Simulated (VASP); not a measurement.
# K (Im-3m) in VASP: notebook, part 2 of 2

VASP 6.6.1.

## 3. Single point, PBEsol (72.49 Å³/atom)

This run uses another cell than the first one, of 72.49 Å³/atom.

Contents of INCAR:

```
PREC     = Accurate       # precision mode
ENCUT    = 520            # plane-wave cutoff, eV
EDIFF    = 1E-6           # SCF threshold, eV
ISMEAR   = -1             # smearing method
SIGMA    = 0.08           # smearing width, eV
LREAL    = F              # projectors in reciprocal space
LASPH    = T              # aspherical terms in the spheres
NELM     = 80             # most SCF steps
ALGO     = Normal         # electronic algorithm
ISIF     = 2              # what is computed and relaxed
LWAVE    = F              # write WAVECAR
LCHARG   = F              # write CHGCAR
GGA      = PS             # functional
NBANDS   = 10             # bands
```

Contents of KPOINTS:

```
regular mesh
0
Gamma
  10 10 10
```

Contents of POSCAR:

```
K
1.0
   -2.6266977383      2.6266977383      2.6266977383
    2.6266977383     -2.6266977383      2.6266977383
    2.6266977383      2.6266977383     -2.6266977383
K
1
Direct
    0.0000000000      0.0000000000      0.0000000000
```

Potentials or basis: VASP PAW PBE potentials, release 64 (K_sv).

On the command line:

```console
$ cat potpaw_PBE.64/K_sv/POTCAR > POTCAR
$ mpirun -np 1 vasp_std > vasp.out
```

OUTCAR:

```text
PREC = Accurate
   ENCUT = 520
   EDIFF = 1E-6
   ISMEAR = -1
   LREAL = F
   LASPH = T
   NELM = 80
   ISIF = 2
   GGA = PS

 ion  position               nearest neighbor table
   1  0.000  0.000  0.000-

  LATTYP: Found a body centered cubic cell.
 ALAT       =     5.2533954766

  Lattice vectors:

 A1 = (  -2.6266977383,   2.6266977383,   2.6266977383)
 A2 = (   2.6266977383,  -2.6266977383,   2.6266977383)
 A3 = (   2.6266977383,   2.6266977383,  -2.6266977383)

[... 480 lines left out ...]
      1     -32.1166      2.00000
      2     -15.6753      2.00000
      3     -15.6472      2.00000
      4     -15.6341      2.00000
      5      -1.1176      1.99999
      6       2.3930      0.00000
      7       3.3470      0.00000
      8       4.2490      0.00000
      9       5.0605      0.00000
     10       5.4867      0.00000

 [... further k-points ...]
[... 5 lines left out ...]
  --------------------------------------------------------------------------------------
  -------------------------------------------------------------------------------------
  Total       -0.0357542     -0.0357542     -0.0357542     -0.0000000      0.0000000     -0.0000000
  in kB       -0.7902179     -0.7902179     -0.7902179     -0.0000000      0.0000000     -0.0000000
  external PRESSURE =      -0.7902179 kB  Pullay stress =       0.0000000 kB

 VOLUME and BASIS-vectors are now :
 -----------------------------------------------------------------------------
  energy-cutoff  :      520.00
  volume of cell :       72.49
      direct lattice vectors                 reciprocal lattice vectors
    -2.626697738  2.626697738  2.626697738     0.000000000  0.190353078  0.190353078
     2.626697738 -2.626697738  2.626697738     0.190353078  0.000000000  0.190353078
     2.626697738  2.626697738 -2.626697738     0.190353078  0.190353078  0.000000000

 POSITION                                       TOTAL-FORCE (eV/Angst)
 -----------------------------------------------------------------------------------
      0.00000      0.00000      0.00000        -0.000000      0.000000     -0.000000
 -----------------------------------------------------------------------------------
    total drift:                               -0.000000     -0.000000      0.000000

  FREE ENERGIE OF THE ION-ELECTRON SYSTEM (eV)
  ---------------------------------------------------
  free  energy   TOTEN  =        -1.1397718720 eV

  energy  without entropy=       -1.1215990859  energy(sigma->0) =       -1.13068548
```

OSZICAR:

```text
N       E                     dE             d eps       ncg     rms          rms(c)
DAV:   1     0.465768770571E+02    0.46577E+02   -0.35734E+03   940   0.688E+02
DAV:   2     0.608154719076E+00   -0.45969E+02   -0.45150E+02  1004   0.193E+02
DAV:   3    -0.109667409600E+01   -0.17048E+01   -0.16984E+01  1512   0.291E+01
DAV:   4    -0.114029810165E+01   -0.43624E-01   -0.43422E-01  1258   0.426E+00
DAV:   5    -0.114195427589E+01   -0.16562E-02   -0.16560E-02  1474   0.511E-01    0.198E+00
DAV:   6    -0.114014917592E+01    0.18051E-02   -0.35419E-03  1428   0.408E-01    0.128E+00
DAV:   7    -0.113974546754E+01    0.40371E-03   -0.59779E-03  1366   0.486E-01    0.882E-02
DAV:   8    -0.113975726802E+01   -0.11800E-04   -0.42480E-04  1272   0.225E-01    0.275E-02
DAV:   9    -0.113977352465E+01   -0.16257E-04   -0.21478E-05  1238   0.395E-02    0.165E-02
DAV:  10    -0.113977217385E+01    0.13508E-05   -0.55153E-06  1392   0.183E-02    0.305E-03
DAV:  11    -0.113977187202E+01    0.30184E-06   -0.95232E-08   658   0.306E-03
   1 F= -.11397719E+01 E0= -.11306855E+01  d E =-.181728E-01
```

Run time: 44 s. Hardware: 1 thread of AMD EPYC 7R13, shared host; peak memory 0.18 GiB.

Results:

```
Free energy            : -1.1398 eV
Pressure               : -0.1 GPa
Band gap on the k mesh : zero (an odd number of electrons rules out a gap without spin polarisation)
```

Levels at points of the mesh, in eV from the Fermi level:
| k point | band 3 | band 4 | band 5 | band 6 | band 7 | band 8 |
| --- | --- | --- | --- | --- | --- | --- |
| (0.00, 0.00, 0.00) | -15.49 | -15.49 | -2.18 | 4.31 | 4.31 | 4.31 |
| (0.50, 0.00, 0.00) | -15.51 | -15.49 | 0.45 | 0.70 | 3.17 | 4.91 |
| (0.50, 0.50, 0.50) | -15.54 | -15.54 | 1.67 | 1.67 | 3.51 | 3.51 |

Caveat: the PAW data sets were made with another functional, which shifts forces and pressure a little.

## 4. Single point, PBEsol (73.21 Å³/atom)

This run uses another cell than the first one, of 73.21 Å³/atom.

Contents of INCAR:

```
SYSTEM = K
  ALGO = Normal
  EDIFF = 1E-7
  ENCUT = 520
  GGA = PS
  ISIF = 2
  ISMEAR = -1
  LASPH = .TRUE.
  LCHARG = .FALSE.
  LREAL = .FALSE.
  LWAVE = .FALSE.
  NBANDS = 10
  NELM = 100
  PREC = Accurate
  SIGMA = 0.08
```

Contents of KPOINTS:

```
k-points
0
G
  10 10 10
  0 0 0
```

Contents of POSCAR:

```
K
1.0
   -2.6353382536      2.6353382536      2.6353382536
    2.6353382536     -2.6353382536      2.6353382536
    2.6353382536      2.6353382536     -2.6353382536
K
1
Direct
    0.0000000000      0.0000000000      0.0000000000
```

On the command line:

```console
$ cat potpaw_PBE.64/K_sv/POTCAR > POTCAR
$ mpirun -np 1 vasp_std > vasp.out
```

Run time: 58 s. Hardware: 1 thread of AMD EPYC 7R13, shared host; peak memory 0.18 GiB.

Results (log left out):

```yaml
Free_energy: -1.1394 eV
Pressure: -0.1 GPa
Band_gap_on_the_k_mesh: zero (an odd number of electrons rules out a gap without spin polarisation)
```

Levels at points of the mesh, in eV from the Fermi level:
```tsv
k point	band 3	band 4	band 5	band 6	band 7	band 8
(0.00, 0.00, 0.00)	-15.50	-15.50	-2.16	4.30	4.30	4.30
(0.50, 0.00, 0.00)	-15.52	-15.50	0.45	0.69	3.17	4.89
(0.50, 0.50, 0.50)	-15.55	-15.55	1.68	1.68	3.48	3.48
```

Caveat: the PAW data sets were made with another functional, which shifts forces and pressure a little.

## 5. Single point, PBEsol (74.65 Å³/atom)

This run uses another cell than the first one, of 74.65 Å³/atom.

Contents of INCAR:

```
ALGO = Normal ; EDIFF = 1E-6
ENCUT = 520 ; GGA = PS
ISIF = 2 ; ISMEAR = -1
LASPH = True ; LCHARG = False
LREAL = False ; LWAVE = False
NBANDS = 10 ; NELM = 60
PREC = Accurate ; SIGMA = 0.08
```

Contents of KPOINTS:

```
k-points
0
Gamma
  10 10 10
```

Contents of POSCAR:

```
K
1.0
   -2.6524513192      2.6524513192      2.6524513192
    2.6524513192     -2.6524513192      2.6524513192
    2.6524513192      2.6524513192     -2.6524513192
K
1
Direct
    0.0000000000      0.0000000000      0.0000000000
```

On the command line:

```console
$ cat potpaw_PBE.64/K_sv/POTCAR > POTCAR
$ mpirun -np 1 vasp_std > vasp.out
```

Run time: 44 s. Hardware: 1 thread of AMD EPYC 7R13, shared host; peak memory 0.18 GiB.

It converged, with:

| Property | Result |
| --- | --- |
| Free energy | -1.1382 eV |
| Pressure | -0.2 GPa |
| Band gap on the k mesh | zero (an odd number of electrons rules out a gap without spin polarisation) |

Levels at points of the mesh, in eV from the Fermi level:
```tsv
k point	band 2	band 3	band 4	band 5	band 6	band 7	band 8	band 9
(0.00, 0.00, 0.00)	-15.51	-15.51	-15.51	-2.14	4.28	4.28	4.28	5.19
(0.50, 0.00, 0.00)	-15.58	-15.53	-15.51	0.45	0.68	3.16	4.84	5.72
(0.50, 0.50, 0.50)	-15.56	-15.56	-15.56	1.68	1.68	3.43	3.43	3.43
```

Caveat: the PAW data sets were made with another functional, which shifts forces and pressure a little.

## 6. Summary

```csv
cell,gap on the mesh (eV),pressure (GPa)
"a = 4.535 Å, angles 109.5°, 1 atom",none,0.0
"a = 4.550 Å, angles 109.5°, 1 atom",none,-0.1
"a = 4.565 Å, angles 109.5°, 1 atom",none,-0.1
"a = 4.594 Å, angles 109.5°, 1 atom",none,-0.2
```

Alike in all rows: task single point; level PBEsol; potentials or basis VASP PAW PBE potentials, release 64 (K_sv); no spin polarisation; k mesh 10 × 10 × 10; cutoff (eV) 520; smearing fermi-dirac 0.08 eV.

Caveats: the PAW data sets were made with another functional, which shifts forces and pressure a little.

Total energies depend on the potentials used, so only differences within one code and one set of settings carry meaning.
